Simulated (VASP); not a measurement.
# HBr (I4/mmm) in VASP: further runs, part 3 of 3

VASP 6.6.1. Earlier steps stand in the parts before.

## (5) Single point, PBEsol (biaxial strain in the a-b plane: +4.5 %)

File INCAR:

```
PREC     = Accurate       # precision mode
ENCUT    = 520            # plane-wave cutoff, eV
EDIFF    = 1E-6           # SCF threshold, eV
ISMEAR   = 0              # smearing method
SIGMA    = 0.02           # smearing width, eV
LREAL    = F              # projectors in reciprocal space
LASPH    = T              # aspherical terms in the spheres
NELM     = 80             # most SCF steps
ALGO     = Normal         # electronic algorithm
ISIF     = 2              # what is computed and relaxed
LWAVE    = F              # write WAVECAR
LCHARG   = F              # write CHGCAR
GGA      = PS             # functional
NBANDS   = 16             # bands
```

File KPOINTS:

```
Automatic mesh
0
Gamma
  6 6 8
```

File POSCAR:

```
HBr
1.0
    5.6909789095      0.0000000000      0.0000000000
    0.0000000000      5.6909789095      0.0000000000
    0.0000000000      0.0000000000      3.2520606071
H Br
2 2
Direct
    0.0000000000      0.0000000000      0.0000000000
    0.5000000000      0.5000000000      0.5000000000
    0.0000000000      0.0000000000      0.5000000000
    0.5000000000      0.5000000000      0.0000000000
```

Potentials or basis: VASP PAW PBE potentials, release 64 (H, Br).

Command:

```
$ cat potpaw_PBE.64/H/POTCAR potpaw_PBE.64/Br/POTCAR > POTCAR
$ mpirun -np 1 vasp_std > vasp.out
```

OUTCAR:

```text
PREC = Accurate
   ENCUT = 520
   EDIFF = 1E-6
   ISMEAR = 0
   LREAL = F
   LASPH = T
   NELM = 80
   ISIF = 2
   GGA = PS

 ion  position               nearest neighbor table
   1  0.000  0.000  0.000-   3 1.63   3 1.63
   2  0.500  0.500  0.500-   4 1.63   4 1.63
   3  0.000  0.000  0.500-   1 1.63   1 1.63
   4  0.500  0.500  0.000-   2 1.63   2 1.63

  LATTYP: Found a simple tetragonal cell.
 ALAT       =     5.6909789095
 C/A-ratio  =     0.5714413388

  Lattice vectors:

 A1 = (   5.6909789095,   0.0000000000,   0.0000000000)
 A2 = (   0.0000000000,   5.6909789095,   0.0000000000)
 A3 = (   0.0000000000,   0.0000000000,   3.2520606071)

Analysis of symmetry for initial positions (statically):
=====================================================================
 Subroutine PRICEL returns following result:

  LATTYP: Found a body centered tetragonal cell.
 ALAT       =     5.6909789095
 C/A-ratio  =     0.5714413388

  Lattice vectors:

 A1 = (   2.8454894548,  -2.8454894548,  -1.6260303036)
 A2 = (  -2.8454894548,   2.8454894548,  -1.6260303035)
 A3 = (   2.8454894548,   2.8454894548,   1.6260303035)

   2 primitive cells build up your supercell.

 Routine SETGRP: Setting up the symmetry group for a
 simple tetragonal supercell.

 Subroutine GETGRP returns: Found 16 space group operations
 (whereof 16 operations were pure point group operations)
 out of a pool of 16 trial point group operations.

The static configuration has the point symmetry D_4h.

Analysis of symmetry for dynamics (positions and initial velocities):
=====================================================================
 Subroutine PRICEL returns following result:

  LATTYP: Found a body centered tetragonal cell.
 ALAT       =     5.6909789095
 C/A-ratio  =     0.5714413388

  Lattice vectors:

 A1 = (   2.8454894548,  -2.8454894548,  -1.6260303036)
 A2 = (  -2.8454894548,   2.8454894548,  -1.6260303035)
 A3 = (   2.8454894548,   2.8454894548,   1.6260303035)

   2 primitive cells build up your supercell.

 Routine SETGRP: Setting up the symmetry group for a
 simple tetragonal supercell.

 Subroutine GETGRP returns: Found 16 space group operations
 (whereof 16 operations were pure point group operations)
 out of a pool of 16 trial point group operations.

The dynamic configuration has the point symmetry D_4h.

 Subroutine INISYM returns: Found 16 space group operations
 (whereof 16 operations are pure point group operations),
 and found     2 'primitive' translations

----------------------------------------------------------------------------------------

                                     Primitive cell

  volume of cell :      52.6626

  direct lattice vectors                    reciprocal lattice vectors
     2.845489455 -2.845489455 -1.626030304     0.175716694  0.000000000 -0.307497344
    -2.845489455  2.845489455 -1.626030304    -0.000000000  0.175716694 -0.307497344
     2.845489455  2.845489455  1.626030304     0.175716694  0.175716694  0.000000000

  length of vectors
     4.340229835  4.340229835  4.340229835     0.354162354  0.354162354  0.248500932

  position of ions in fractional coordinates (direct lattice)
     0.000000000  0.000000000  0.000000000
     0.500000000  0.500000000  0.000000000

  ion indices of the primitive-cell ions
   primitive index   ion index
                 1           1
                 2           3

----------------------------------------------------------------------------------------

 KPOINTS: Automatic mesh

Automatic generation of k-mesh.
 Grid dimensions read from file:
 generate k-points for:    6    6    8

 Generating k-lattice:

  Cartesian coordinates                     Fractional coordinates (reciprocal lattice)
     0.029286116  0.000000000  0.000000000     0.166666667  0.000000000  0.000000000
     0.000000000  0.029286116  0.000000000     0.000000000  0.166666667  0.000000000
     0.000000000  0.000000000  0.038437168     0.000000000  0.000000000  0.125000000

  Length of vectors
     0.029286116  0.029286116  0.038437168

  Shift w.r.t. Gamma in fractional coordinates (k-lattice)
     0.000000000  0.000000000  0.000000000

 Subroutine IBZKPT returns following result:
 ===========================================

 Found     50 irreducible k-points:

 Following reciprocal coordinates:
            Coordinates               Weight
  0.000000  0.000000  0.000000      1.000000
  0.166667  0.000000  0.000000      4.000000
  0.333333  0.000000  0.000000      4.000000
  0.500000  0.000000  0.000000      2.000000
  0.166667  0.166667  0.000000      4.000000
  0.333333  0.166667  0.000000      8.000000
[... 16 lines left out ...]
  0.333333  0.000000  0.250000      8.000000
  0.500000  0.000000  0.250000      4.000000
 [... further k-points ...]
   k-points           NKPTS =     50   k-points in BZ     NKDIM =     50   number of bands    NBANDS=     16
   number of dos      NEDOS =    301   number of ions     NIONS =      4
   total plane-waves  NPLWV =  42336
   dimension x,y,z NGX =    42 NGY =   42 NGZ =   24
   dimension x,y,z NGXF=    84 NGYF=   84 NGZF=   48
   ions per type =               2   2
   NGX,Y,Z   is equivalent  to a cutoff of  12.27, 12.27, 12.27 a.u.
   NGXF,Y,Z  is equivalent  to a cutoff of  24.54, 24.54, 24.54 a.u.
 SYSTEM =  unknown system
   PREC   = accura    normal or accurate (medium, high low for compatibility)
   ISTART =      0    job   : 0-new  1-cont  2-samecut
   ICHARG =      2    charge: 1-file 2-atom 10-const
   ISPIN  =      1    spin polarized calculation?
   LNONCOLLINEAR =      F non collinear calculations
   LSORBIT =      F    spin-orbit coupling
   LASPH  =      T    aspherical Exc in radial PAW
   ENCUT  =  520.0 eV  38.22 Ry    6.18 a.u.  10.58 10.58  6.05*2*pi/ulx,y,z
   NELM   =     80;   NELMIN=  2; NELMDL= -5     # of ELM steps
   EDIFF  = 0.1E-05   stopping-criterion for ELM
   LREAL  =      F    real-space projection
[... 7 lines left out ...]
   TEBEG  =    0.0;   TEEND  =   0.0 temperature during run
   PSTRESS=    0.0 pullay stress
   NELECT =      16.0000    total number of electrons
   NUPDOWN=      -1.0000    fix difference up-down
   EMIN   =  10.00;   EMAX   =-10.00  energy-range for DOS
   EFERMI =   0.00;   METHOD = LEGACY
   ISMEAR =     0;   SIGMA  =   0.02  broadening in eV -4-tet -1-fermi 0-gaus
   EFERMI_NEDOS =   21; number of points for ismear=-14 and -15
   IALGO  =     38    algorithm
   IMIX   =      4    mixing-type and parameters
     AMIX     =   0.40;   BMIX     =  1.00
     AMIX_MAG =   1.60;   BMIX_MAG =  1.00
  volume/ion in A,a.u.               =      26.33       177.69
  Fermi-wavevector in a.u.,A,eV,Ry     =   0.873516  1.650705 10.381645  0.763029
  Thomas-Fermi vector in A             =   1.992917
   LORBIT       =      0    0 simple, 1 ext, 2 COOP (PROOUT), +10 PAW based schemes
   GGA     = PS    functional components
   LHFCALC =     F    Hartree Fock is set to
   AEXX    =    0.0000 exact exchange contribution
   IVDW    =     0    specifies the selected vdW correction
   LEPSILON=     F    determine dielectric tensor
   LRPA    =     F    only Hartree local field effects (RPA)
 non-spin polarized calculation
 Gauss-broadening in eV      SIGMA  =   0.02
  energy-cutoff  :      520.00
  volume of cell :      105.33
 maximum number of plane-waves:      2858
   NGX = 21   NGY = 21   NGZ = 13

 number of electron      15.9999993 magnetization

 Free energy of the ion-electron system (eV)
  ---------------------------------------------------
  ext. energy  EPLUGINS =         0.00000000
  ---------------------------------------------------
  free energy    TOTEN  =       -10.03987956 eV

  energy without entropy =      -10.03987956  energy(sigma->0) =      -10.03987956

 E-fermi :  -2.8809     XC(G=0):  -6.5655

 val. band max:       -3.0120002708   @ k =   0.5000   0.5000   0.3750
 cond. band min:      -1.2021774503   @ k =   0.0000   0.0000   0.0000
 fundamental gap:      1.8098228205
 Fermi energy:        -2.8808975371

 k-point     1 :       0.0000    0.0000    0.0000
  band No.  band energies     occupation
      1     -17.4384      2.00000
      2     -17.2849      2.00000
      3      -4.4275      2.00000
      4      -4.4275      2.00000
      5      -3.5047      2.00000
      6      -3.5047      2.00000
[... 8 lines left out ...]
     15       9.5904      0.00000
     16      11.8377      0.00000
[... 419 lines left out ...]
 k-point    24 :       0.5000    0.0000    0.2500
  band No.  band energies     occupation
      1     -16.7466      2.00000
      2     -16.7466      2.00000
      3      -7.8979      2.00000
      4      -7.8979      2.00000
      5      -3.6762      2.00000
      6      -3.6762      2.00000
[... 8 lines left out ...]
     15       8.4347      0.00000
     16       8.4347      0.00000

 [... further k-points ...]
[... 5 lines left out ...]
  --------------------------------------------------------------------------------------
  -------------------------------------------------------------------------------------
  Total       -0.0828981     -0.0828981      3.9831278      0.0000000      0.0000000      0.0000000
  in kB       -1.2610225     -1.2610225     60.5901794      0.0000000      0.0000000      0.0000000
  external PRESSURE =      19.3560448 kB  Pullay stress =       0.0000000 kB

 VOLUME and BASIS-vectors are now :
 -----------------------------------------------------------------------------
  energy-cutoff  :      520.00
  volume of cell :      105.33
      direct lattice vectors                 reciprocal lattice vectors
     5.690978910  0.000000000  0.000000000     0.175716694  0.000000000  0.000000000
     0.000000000  5.690978910  0.000000000     0.000000000  0.175716694  0.000000000
     0.000000000  0.000000000  3.252060607     0.000000000  0.000000000  0.307497344

 POSITION                                       TOTAL-FORCE (eV/Angst)
 -----------------------------------------------------------------------------------
      0.00000      0.00000      0.00000         0.000000      0.000000     -0.000000
      2.84549      2.84549      1.62603         0.000000      0.000000     -0.000000
      0.00000      0.00000      1.62603         0.000000      0.000000      0.000000
      2.84549      2.84549      0.00000        -0.000000     -0.000000      0.000000
 -----------------------------------------------------------------------------------
    total drift:                                0.000000     -0.000000     -0.000000

  FREE ENERGIE OF THE ION-ELECTRON SYSTEM (eV)
  ---------------------------------------------------
  free  energy   TOTEN  =       -10.0398795633 eV

  energy  without entropy=      -10.0398795633  energy(sigma->0) =      -10.03987956
```

Run time: 65 s. Hardware: 1 thread of Intel Xeon Platinum 8259CL at 2.50GHz (Skylake/Cascade Lake), shared host; peak memory 0.23 GiB.

What came out:

- Free energy: -10.0399 eV
- Pressure: 1.9 GPa
- Band gap on the k mesh: 1.81 eV

Levels at points of the mesh, in eV from the valence-band top:
| k point | band 5 | band 6 | band 7 | band 8 | band 9 | band 10 | band 11 | band 12 |
| --- | --- | --- | --- | --- | --- | --- | --- | --- |
| (0.00, 0.00, 0.00) | -0.49 | -0.49 | -0.27 | -0.15 | 1.81 | 1.98 | 5.84 | 7.38 |
| (0.50, 0.00, 0.00) | -0.99 | -0.99 | -0.21 | -0.21 | 1.90 | 1.90 | 7.88 | 7.88 |
| (0.50, 0.50, 0.00) | -0.38 | -0.38 | -0.21 | -0.21 | 1.90 | 1.90 | 8.28 | 8.28 |
| (0.00, 0.00, 0.50) | -0.10 | -0.10 | -0.10 | -0.10 | 8.78 | 8.78 | 8.78 | 8.78 |
| (0.50, 0.00, 0.50) | -0.14 | -0.14 | -0.08 | -0.08 | 7.59 | 7.59 | 8.39 | 8.39 |
| (0.50, 0.50, 0.50) | -0.16 | -0.16 | -0.16 | -0.16 | 8.33 | 8.33 | 8.33 | 8.33 |

Caveat: the cell differs from its parent crystal (biaxial strain in the a-b plane: +4.5 %); the stress differs along the axes, from -0 to 6 GPa; the PAW data sets were made with another functional, which shifts forces and pressure a little.

## (6) Single point, PBEsol (biaxial strain in the a-b plane: +4.5 %, then relaxed in part)

File INCAR:

```
ALGO     = Normal         # electronic algorithm
EDIFF    = 1E-6           # SCF threshold, eV
ENCUT    = 520            # plane-wave cutoff, eV
GGA      = PS             # functional
ISIF     = 2              # what is computed and relaxed
ISMEAR   = 0              # smearing method
LASPH    = T              # aspherical terms in the spheres
LCHARG   = F              # write CHGCAR
LREAL    = F              # projectors in reciprocal space
LWAVE    = F              # write WAVECAR
NBANDS   = 16             # bands
NELM     = 80             # most SCF steps
PREC     = Accurate       # precision mode
SIGMA    = 0.02           # smearing width, eV
```

File KPOINTS:

```
k-points
0
Gamma
  6 6 8
```

Edit POSCAR of step 5 so:

```diff
@@ -4,3 +4,3 @@
     0.0000000000      5.6909789095      0.0000000000
-    0.0000000000      0.0000000000      3.2520606071
+    0.0000000000      0.0000000000      3.3432144277
 H Br
```

Potentials or basis: VASP PAW PBE potentials, release 64 (H, Br).

Command:

```
$ cat potpaw_PBE.64/H/POTCAR potpaw_PBE.64/Br/POTCAR > POTCAR
$ mpirun -np 1 vasp_std > vasp.out
```

Run time: 77 s. Hardware: 1 thread of Intel Xeon Platinum 8259CL at 2.50GHz (Skylake/Cascade Lake), shared host; peak memory 0.25 GiB.

The run converged. Its results:

* Free energy: -10.0944 eV
* Pressure: -0.1 GPa
* Band gap on the k mesh: 1.51 eV

Stress tensor (GPa, compression positive):
```
-0.12  0.00  0.00
 0.00 -0.12  0.00
 0.00  0.00  0.03
```

Levels at points of the mesh, in eV from the valence-band top:
| k point | band 5 | band 6 | band 7 | band 8 | band 9 | band 10 | band 11 | band 12 |
| --- | --- | --- | --- | --- | --- | --- | --- | --- |
| (0.00, 0.00, 0.00) | -0.44 | -0.39 | -0.39 | -0.31 | 1.51 | 1.70 | 5.91 | 7.46 |
| (0.50, 0.00, 0.00) | -0.87 | -0.87 | -0.37 | -0.37 | 1.61 | 1.61 | 7.92 | 7.92 |
| (0.50, 0.50, 0.00) | -0.37 | -0.37 | -0.27 | -0.27 | 1.61 | 1.61 | 8.38 | 8.38 |
| (0.00, 0.00, 0.50) | -0.11 | -0.11 | -0.11 | -0.11 | 8.84 | 8.84 | 8.84 | 8.84 |
| (0.50, 0.00, 0.50) | -0.15 | -0.15 | -0.09 | -0.09 | 7.59 | 7.59 | 8.42 | 8.42 |
| (0.50, 0.50, 0.50) | -0.17 | -0.17 | -0.17 | -0.17 | 8.36 | 8.36 | 8.36 | 8.36 |

Caveat: the cell differs from its parent crystal (biaxial strain in the a-b plane: +4.5 %, then relaxed in part); the PAW data sets were made with another functional, which shifts forces and pressure a little. A k mesh can miss the band edges.

## (7) Overview

```tsv
cell	gap on the mesh (eV)	pressure (GPa)
a = 5.528, b = 5.528, c = 3.343 Å, 4 atoms	1.45	0.0
a = 5.609, b = 5.609, c = 3.282 Å, 4 atoms	1.68	1.3
a = 5.609, b = 5.609, c = 3.343 Å, 4 atoms	1.48	-0.1
a = 5.691, b = 5.691, c = 3.252 Å, 4 atoms	1.81	1.9
a = 5.691, b = 5.691, c = 3.343 Å, 4 atoms	1.51	-0.1
```

Alike in all rows: task single point; level PBEsol; potentials or basis VASP PAW PBE potentials, release 64 (H, Br); no spin polarisation; k mesh 6 × 6 × 8; cutoff (eV) 520; smearing gaussian 0.02 eV.

Caveats: the PAW data sets were made with another functional, which shifts forces and pressure a little; the stress differs along the axes, from -0 to 6 GPa (at least some runs).

Total energies depend on the potentials used, so only differences within one code and one set of settings carry meaning.
